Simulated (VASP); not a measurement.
# AlIn2 in VASP: a series of runs

Runs on AlIn2. Level: PBE. Tasks: relaxation of cell and atoms, single point.

Program: VASP 6.6.1. These are calculated values, not measurements. Logs are shortened: lines on timing, memory, paths and dates and some standing lists are left out, and cuts for length are marked.

**1. The cell of the first run**

Symmetry: I4/mcm, No. 140, tetragonal system. The conventional cell has a = 6.533 Å, b = 6.533 Å, c = 5.450 Å, α = 90.00°, β = 90.00°, γ = 90.00°. Within 3.6 Å of Al (site symmetry 422) lie 2 Al at 2.72 Å and 8 In at 2.81 Å. In (site symmetry m2m) has 4 Al at 2.81 Å and 11 In at 2.93 to 3.48 Å within 3.7 Å.

The cell was generated, and may not be a known phase.

**2. Relaxation of cell and atoms, PBE**

File INCAR:

```
SYSTEM = AlIn2
PREC     = Accurate       ! precision mode
ENCUT    = 600            ! plane-wave cutoff, eV
EDIFF    = 1E-6           ! SCF threshold, eV
ISMEAR   = 0              ! smearing method
SIGMA    = 0.1            ! smearing width, eV
LREAL    = .False.        ! projectors in reciprocal space
LASPH    = .True.         ! aspherical terms in the spheres
NELM     = 60             ! most SCF steps
ALGO     = Fast           ! electronic algorithm
ISIF     = 3              ! what is computed and relaxed
LWAVE    = .False.        ! write WAVECAR
LCHARG   = .False.        ! write CHGCAR
GGA      = PE             ! functional
IBRION   = 2              ! ionic algorithm
NSW      = 90             ! ionic steps
EDIFFG   = -0.04          ! ionic threshold
```

File KPOINTS:

```
regular mesh
0
Gamma
  4 4 4
  0 0 0
```

File POSCAR:

```
AlIn2
1.0
   -3.2665182300      3.2665182300      2.7247952600
    3.2665182300     -3.2665182300      2.7247952600
    3.2665182300      3.2665182300     -2.7247952600
Al In
2 4
Direct
    0.7500000000      0.7500000000      0.0000000000
    0.2500000000      0.2500000000      0.0000000000
    0.6585508300      0.1585508300      0.8171016600
    0.1585508300      0.3414491700      0.5000000000
    0.8414491700      0.6585508300      0.5000000000
    0.3414491700      0.8414491700      0.1828983400
```

Potentials or basis: VASP PAW PBE potentials, release 64 (Al, In_d).

On the command line:

```bash
cat potpaw_PBE.64/Al/POTCAR potpaw_PBE.64/In_d/POTCAR > POTCAR
mpirun -np 1 vasp_std > vasp.out
```

OUTCAR:

```text
SYSTEM = AlIn2
   PREC = Accurate
   ENCUT = 600
   EDIFF = 1E-6
   ISMEAR = 0
   LREAL = .False.
   LASPH = .True.
   NELM = 60
   ISIF = 3
   GGA = PE
   IBRION = 2
   NSW = 90
   EDIFFG = -0.04

 ion  position               nearest neighbor table
   1  0.750  0.750  0.000-   2 2.72   2 2.72   5 2.81   5 2.81   4 2.81   4 2.81   6 2.81   3 2.81
                             3 2.81   6 2.81
   2  0.250  0.250  0.000-   1 2.72   1 2.72   4 2.81   4 2.81   5 2.81   5 2.81   3 2.81   6 2.81
                             3 2.81   6 2.81
   3  0.659  0.159  0.817-   2 2.81   1 2.81   1 2.81   2 2.81   6 2.93   6 3.21   6 3.21   4 3.42
                             5 3.42   4 3.42   5 3.42   5 3.48   4 3.48   4 3.48   5 3.48
   4  0.159  0.341  0.500-   1 2.81   2 2.81   2 2.81   1 2.81   5 2.93   5 3.21   5 3.21   6 3.42
                             3 3.42   3 3.42   6 3.42   6 3.48   3 3.48   3 3.48   6 3.48
   5  0.841  0.659  0.500-   2 2.81   1 2.81   1 2.81   2 2.81   4 2.93   4 3.21   4 3.21   6 3.42
                             3 3.42   3 3.42   6 3.42   3 3.48   6 3.48   6 3.48   3 3.48
   6  0.341  0.841  0.183-   2 2.81   1 2.81   1 2.81   2 2.81   3 2.93   3 3.21   3 3.21   5 3.42
                             4 3.42   5 3.42   4 3.42   5 3.48   4 3.48   5 3.48   4 3.48

  LATTYP: Found a body centered tetragonal cell.
 ALAT       =     6.5330364600
 C/A-ratio  =     0.8341589020

  Lattice vectors:

 A1 = (  -3.2665182300,   3.2665182300,   2.7247952600)
 A2 = (   3.2665182300,  -3.2665182300,   2.7247952600)
 A3 = (   3.2665182300,   3.2665182300,  -2.7247952600)

Analysis of symmetry for initial positions (statically):
=====================================================================
 Subroutine PRICEL returns:
 Original cell was already a primitive cell.

 Routine SETGRP: Setting up the symmetry group for a
 body centered tetragonal supercell.

 Subroutine GETGRP returns: Found 16 space group operations
 (whereof  8 operations were pure point group operations)
 out of a pool of 16 trial point group operations.

The static configuration has the point symmetry C_4h.
 The point group associated with its full space group is D_4h.

Analysis of symmetry for dynamics (positions and initial velocities):
=====================================================================
 Subroutine PRICEL returns:
 Original cell was already a primitive cell.

 Routine SETGRP: Setting up the symmetry group for a
 body centered tetragonal supercell.

 Subroutine GETGRP returns: Found 16 space group operations
 (whereof  8 operations were pure point group operations)
 out of a pool of 16 trial point group operations.

The dynamic configuration has the point symmetry C_4h.
 The point group associated with its full space group is D_4h.

 Subroutine INISYM returns: Found 16 space group operations
 (whereof  8 operations are pure point group operations),
 and found     1 'primitive' translations

----------------------------------------------------------------------------------------

[... 71 lines left out ...]
   number of dos      NEDOS =    301   number of ions     NIONS =      6
   total plane-waves  NPLWV = 110592
   dimension x,y,z NGX =    48 NGY =   48 NGZ =   48
   dimension x,y,z NGXF=    96 NGYF=   96 NGZF=   96
   ions per type =               2   4
   NGX,Y,Z   is equivalent  to a cutoff of  14.88, 14.88, 14.88 a.u.
   NGXF,Y,Z  is equivalent  to a cutoff of  29.76, 29.76, 29.76 a.u.
 SYSTEM =  AlIn2
   PREC   = accura    normal or accurate (medium, high low for compatibility)
   ISTART =      0    job   : 0-new  1-cont  2-samecut
   ICHARG =      2    charge: 1-file 2-atom 10-const
   ISPIN  =      1    spin polarized calculation?
   LNONCOLLINEAR =      F non collinear calculations
   LSORBIT =      F    spin-orbit coupling
   LASPH  =      T    aspherical Exc in radial PAW
   ENCUT  =  600.0 eV  44.10 Ry    6.64 a.u.  10.71 10.71 10.71*2*pi/ulx,y,z
   NELM   =     60;   NELMIN=  2; NELMDL= -5     # of ELM steps
   EDIFF  = 0.1E-05   stopping-criterion for ELM
   LREAL  =      F    real-space projection
   EDIFFG = -.4E-01   stopping-criterion for IOM
   NSW    =     90    number of steps for IOM
   IBRION =      2    ionic relax: 0-MD 1-quasi-New 2-CG
   NFREE  =      1    steps in history (QN), initial steepest desc. (CG)
   ISIF   =      3    stress and relaxation
   ISYM   =      2    0-nonsym 1-usesym 2-fastsym
   POTIM  = 0.5000    time-step for ionic-motion
   TEBEG  =    0.0;   TEEND  =   0.0 temperature during run
   PSTRESS=    0.0 pullay stress
   NELECT =      58.0000    total number of electrons
   NUPDOWN=      -1.0000    fix difference up-down
   EMIN   =  10.00;   EMAX   =-10.00  energy-range for DOS
   EFERMI =   0.00;   METHOD = LEGACY
   ISMEAR =     0;   SIGMA  =   0.10  broadening in eV -4-tet -1-fermi 0-gaus
   EFERMI_NEDOS =   21; number of points for ismear=-14 and -15
   IALGO  =     68    algorithm
   IMIX   =      4    mixing-type and parameters
     AMIX     =   0.40;   BMIX     =  1.00
     AMIX_MAG =   1.60;   BMIX_MAG =  1.00
  volume/ion in A,a.u.               =      19.38       130.80
  Fermi-wavevector in a.u.,A,eV,Ry     =   1.298263  2.453362 22.932455  1.685488
  Thomas-Fermi vector in A             =   2.429603
   LORBIT       =      0    0 simple, 1 ext, 2 COOP (PROOUT), +10 PAW based schemes
   GGA     = PE    functional components
   LHFCALC =     F    Hartree Fock is set to
   AEXX    =    0.0000 exact exchange contribution
   IVDW    =     0    specifies the selected vdW correction
   LEPSILON=     F    determine dielectric tensor
   LRPA    =     F    only Hartree local field effects (RPA)
 conjugate gradient relaxation of ions
 non-spin polarized calculation
 RMM-DIIS sequential band-by-band and
 Gauss-broadening in eV      SIGMA  =   0.10
  energy-cutoff  :      600.00
  volume of cell :      116.30
 maximum number of plane-waves:      3910
 NGX is ok and might be reduce to    48
   NGX = 21   NGY = 21   NGZ = 21

--------------------------------------- Ionic step        1  -------------------------------------------

 number of electron      58.0000000 magnetization

 Free energy of the ion-electron system (eV)
  ---------------------------------------------------
  ext. energy  EPLUGINS =         0.00000000
  ---------------------------------------------------
  free energy    TOTEN  =       -16.21489714 eV

  energy without entropy =      -16.20478536  energy(sigma->0) =      -16.20984125

 E-fermi :  10.0247     XC(G=0): -11.0212

 val. band max:        9.6040221612   @ k =  -0.2500   0.2500   0.0000
 cond. band min:      10.0918111700   @ k =   0.5000   0.2500  -0.0000
 fundamental gap:      0.4877890089
 Fermi energy:        10.0247456990
[... 1166 lines left out ...]
--------------------------------------- Ionic step        6  -------------------------------------------

 number of electron      58.0000008 magnetization

 Free energy of the ion-electron system (eV)
  ---------------------------------------------------
  ext. energy  EPLUGINS =         0.00000000
  ---------------------------------------------------
  free energy    TOTEN  =       -17.51332904 eV

  energy without entropy =      -17.50532769  energy(sigma->0) =      -17.50932837

 E-fermi :   7.2565     XC(G=0): -10.0146

 val. band max:        6.8943275796   @ k =  -0.2500   0.2500   0.2500
 cond. band min:       7.2641278064   @ k =   0.2500   0.0000  -0.0000
 fundamental gap:      0.3698002268
 Fermi energy:         7.2565034170
[... 512 lines left out ...]
  FREE ENERGIE OF THE ION-ELECTRON SYSTEM (eV)
  ---------------------------------------------------
  free  energy   TOTEN  =       -17.5133290441 eV

  energy  without entropy=      -17.5053276925  energy(sigma->0) =      -17.50932837

 reached required accuracy - stopping structural energy minimisation
```

Wall time 5.9 min (1 thread of AMD EPYC 9R45 (Zen 5), shared host); peak memory 0.33 GiB.

Results:

```yaml
Free_energy: -17.5133 eV
Relaxed_volume: 24.16 Å³/atom
Relaxed_cell: a = 5.795 Å, b = 5.795 Å, c = 5.795 Å, α = 103.90°, β = 103.90°, γ = 121.31°
Space_group_after_relaxing_to_0.1_Å: I4/mcm (No. 140)
Energy_gained_by_relaxing: 216.4 meV/atom
Ionic_steps: 6
Pressure_after_relaxing: 0.0 GPa
Largest_force_after_relaxing: 0.034 eV/Å
Band_gap_on_the_k_mesh: zero (bands 29 and 30 overlap by 2.71 eV)
```

Forces on the atoms (eV/Å):
```
Al   0.000  0.000  0.000
Al   0.000  0.000  0.000
In   0.024  0.024  0.000
In  -0.024  0.024  0.000
In   0.024 -0.024  0.000
In  -0.024 -0.024  0.000
```

Step by step:
| step | energy change (eV) | largest force (eV/Å) | pressure (GPa) | volume (Å³) |
| --- | --- | --- | --- | --- |
| 1 | 0.0000 | 0.1651 | 17.07 | 116.30 |
| 2 | -1.2160 | 0.0931 | -2.40 | 154.55 |
| 3 | -1.2866 | 0.0313 | -0.04 | 144.80 |
| 4 | -1.2870 | 0.0369 | -0.16 | 145.41 |
| 5 | -1.2974 | 0.0340 | -0.01 | 145.07 |
| 6 | -1.2984 | 0.0339 | 0.02 | 144.94 |

Final structure:
```
CELL_PARAMETERS angstrom
-3.57204 3.57204 2.83990
3.57204 -3.57204 2.83990
3.57204 3.57204 -2.83990
ATOMIC_POSITIONS crystal
Al 0.75000 0.75000 0.00000
Al 0.25000 0.25000 0.00000
In 0.65809 0.15809 0.81617
In 0.15809 0.34191 0.50000
In 0.84191 0.65809 0.50000
In 0.34191 0.84191 0.18383
```

Caveat: the k points lie up to 0.35 Å⁻¹ apart in the final cell, too coarse for converged energies and pressures of a metal; the volume moved by over 15 % at a fixed basis, so the end points are rough; spin-orbit coupling is left out, which moves the levels of the heavy elements.

**3. Single point, PBE**

This run uses another cell than the first one, of 24.35 Å³/atom.

File INCAR:

```
  PREC = Accurate
  ENCUT = 520
  EDIFF = 1E-6
  ISMEAR = 0
  SIGMA = 0.1
  LREAL = F
  LASPH = T
  NELM = 100
  ALGO = Fast
  ISIF = 2
  LWAVE = F
  LCHARG = T
  GGA = PE
  LELF = T
  LVHAR = T
  NBANDS = 38
```

File KPOINTS:

```
Automatic mesh
0
Gamma
  8 8 8
```

File POSCAR:

```
AlIn2
1.0
   -3.6714379963      3.6714379963      2.7094380408
    3.6714379963     -3.6714379963      2.7094380408
    3.6714379963      3.6714379963     -2.7094380408
Al In
2 4
Direct
    0.2500000000      0.2500000000      0.0000000000
    0.7500000000      0.7500000000      0.0000000000
    0.1544702193      0.6544702193      0.8089404386
    0.6544702193      0.8455297807      0.5000000000
    0.3455297807      0.1544702193      0.5000000000
    0.8455297807      0.3455297807      0.1910595614
```

Potentials or basis: VASP PAW PBE potentials, release 64 (Al, In_d).

On the command line:

```bash
cat potpaw_PBE.64/Al/POTCAR potpaw_PBE.64/In_d/POTCAR > POTCAR
mpirun -np 1 vasp_std > vasp.out
```

OUTCAR:

```text
PREC = Accurate
   ENCUT = 520
   EDIFF = 1E-6
   ISMEAR = 0
   LREAL = F
   LASPH = T
   NELM = 100
   ISIF = 2
   GGA = PE

 ion  position               nearest neighbor table
   1  0.250  0.250  0.000-   2 2.71   2 2.71   4 3.09   4 3.09   5 3.09   5 3.09   6 3.09   3 3.09
                             3 3.09   6 3.09
   2  0.750  0.750  0.000-   1 2.71   1 2.71   5 3.09   5 3.09   4 3.09   4 3.09   3 3.09   6 3.09
                             3 3.09   6 3.09
   3  0.154  0.654  0.809-   2 3.09   1 3.09   1 3.09   2 3.09   6 3.21   6 3.36   6 3.36   4 3.53
                             5 3.53   4 3.53   5 3.53   5 3.93   4 3.93   4 3.93   5 3.93
   4  0.654  0.846  0.500-   1 3.09   1 3.09   2 3.09   2 3.09   5 3.21   5 3.36   5 3.36   6 3.53
                             3 3.53   3 3.53   6 3.53   6 3.93   3 3.93   3 3.93   6 3.93
   5  0.346  0.154  0.500-   2 3.09   2 3.09   1 3.09   1 3.09   4 3.21   4 3.36   4 3.36   6 3.53
                             3 3.53   3 3.53   6 3.53   3 3.93   6 3.93   6 3.93   3 3.93
   6  0.846  0.346  0.191-   2 3.09   1 3.09   1 3.09   2 3.09   3 3.21   3 3.36   3 3.36   5 3.53
                             4 3.53   5 3.53   4 3.53   5 3.93   4 3.93   5 3.93   4 3.93

  LATTYP: Found a body centered tetragonal cell.
 ALAT       =     7.3428759926
 C/A-ratio  =     0.7379773385

  Lattice vectors:

 A1 = (  -3.6714379963,   3.6714379963,   2.7094380408)
 A2 = (   3.6714379963,  -3.6714379963,   2.7094380408)
 A3 = (   3.6714379963,   3.6714379963,  -2.7094380408)

Analysis of symmetry for initial positions (statically):
=====================================================================
 Subroutine PRICEL returns:
 Original cell was already a primitive cell.

 Routine SETGRP: Setting up the symmetry group for a
 body centered tetragonal supercell.

 Subroutine GETGRP returns: Found 16 space group operations
 (whereof  8 operations were pure point group operations)
 out of a pool of 16 trial point group operations.

The static configuration has the point symmetry C_4h.
 The point group associated with its full space group is D_4h.

Analysis of symmetry for dynamics (positions and initial velocities):
=====================================================================
 Subroutine PRICEL returns:
[... 141 lines left out ...]
  Thomas-Fermi vector in A             =   2.338985
   LORBIT       =      0    0 simple, 1 ext, 2 COOP (PROOUT), +10 PAW based schemes
   GGA     = PE    functional components
   LHFCALC =     F    Hartree Fock is set to
   AEXX    =    0.0000 exact exchange contribution
   IVDW    =     0    specifies the selected vdW correction
   LEPSILON=     F    determine dielectric tensor
   LRPA    =     F    only Hartree local field effects (RPA)
 non-spin polarized calculation
 RMM-DIIS sequential band-by-band and
 Gauss-broadening in eV      SIGMA  =   0.10
  energy-cutoff  :      520.00
  volume of cell :      146.09
 maximum number of plane-waves:      3982
 NGX is ok and might be reduce to    48
   NGX = 21   NGY = 21   NGZ = 21

 number of electron      57.9999994 magnetization

 Free energy of the ion-electron system (eV)
  ---------------------------------------------------
  ext. energy  EPLUGINS =         0.00000000
  ---------------------------------------------------
  free energy    TOTEN  =       -17.25479288 eV

  energy without entropy =      -17.24193479  energy(sigma->0) =      -17.24836384

 E-fermi :   6.9651     XC(G=0):  -9.9793

 val. band max:        6.9632110549   @ k =   0.2500   0.2500   0.1250
 cond. band min:       6.9652565739   @ k =  -0.2500   0.2500   0.1250
 fundamental gap:      0.0020455190
 Fermi energy:         6.9651458678

 k-point     1 :       0.0000    0.0000    0.0000
  band No.  band energies     occupation
      1      -7.6140      2.00000
      2      -7.5787      2.00000
      3      -7.5604      2.00000
      4      -7.5604      2.00000
      5      -7.5248      2.00000
      6      -7.5248      2.00000
[... 973 lines left out ...]
     37      11.9895      0.00000
     38      11.9895      0.00000

 [... further k-points ...]
[... 5 lines left out ...]
  --------------------------------------------------------------------------------------
  -------------------------------------------------------------------------------------
  Total       -0.0357153     -0.0357153     -0.0292299      0.0000000      0.0000000      0.0000000
  in kB       -0.3916993     -0.3916993     -0.3205729      0.0000000      0.0000000      0.0000000
  external PRESSURE =      -0.3679905 kB  Pullay stress =       0.0000000 kB

 VOLUME and BASIS-vectors are now :
 -----------------------------------------------------------------------------
  energy-cutoff  :      520.00
  volume of cell :      146.09
      direct lattice vectors                 reciprocal lattice vectors
    -3.671437996  3.671437996  2.709438041     0.000000000  0.136186421  0.184540112
     3.671437996 -3.671437996  2.709438041     0.136186421  0.000000000  0.184540112
     3.671437996  3.671437996 -2.709438041     0.136186421  0.136186421  0.000000000

 POSITION                                       TOTAL-FORCE (eV/Angst)
 -----------------------------------------------------------------------------------
      0.00000      0.00000      1.35472        -0.000000      0.000000     -0.000000
      0.00000      0.00000      4.06416        -0.000000      0.000000     -0.000000
      4.80569      1.13426      0.00000         0.000938      0.000938      0.000000
      2.53718      1.13426      2.70944        -0.000938      0.000938      0.000000
      1.13426      2.53718      0.00000         0.000938     -0.000938      0.000000
     -1.13426      2.53718      2.70944        -0.000938     -0.000938     -0.000000
 -----------------------------------------------------------------------------------
    total drift:                               -0.000000     -0.000000      0.000000

  FREE ENERGIE OF THE ION-ELECTRON SYSTEM (eV)
  ---------------------------------------------------
  free  energy   TOTEN  =       -17.2547928768 eV

  energy  without entropy=      -17.2419347948  energy(sigma->0) =      -17.24836384
```

stdout:

```text
POSCAR found type information on POSCAR AlIn
 POSCAR found :  2 types and       6 ions
 scaLAPACK will be used
 LDA part: xc-table for (Slater+PW92), standard interpolation
 POSCAR, INCAR and KPOINTS ok, starting setup
 FFT: planning ... GRIDC
 FFT: planning ... GRID_SOFT
 FFT: planning ... GRID
 WAVECAR not read
 entering main loop
```

It took 5 min on 1 thread of AMD EPYC 9R45 (Zen 5), shared host; peak memory 0.45 GiB.

Results:

```yaml
Free_energy: -17.2548 eV
Pressure: 0.0 GPa
Band_gap_on_the_k_mesh: zero (bands 29 and 30 overlap by 2.85 eV)
```

Caveat: spin-orbit coupling is left out, which moves the levels of the heavy elements.

(Continued in part 2 of 2.)

The gap in the log of VASP goes by the Fermi energy; the results here count the filled bands.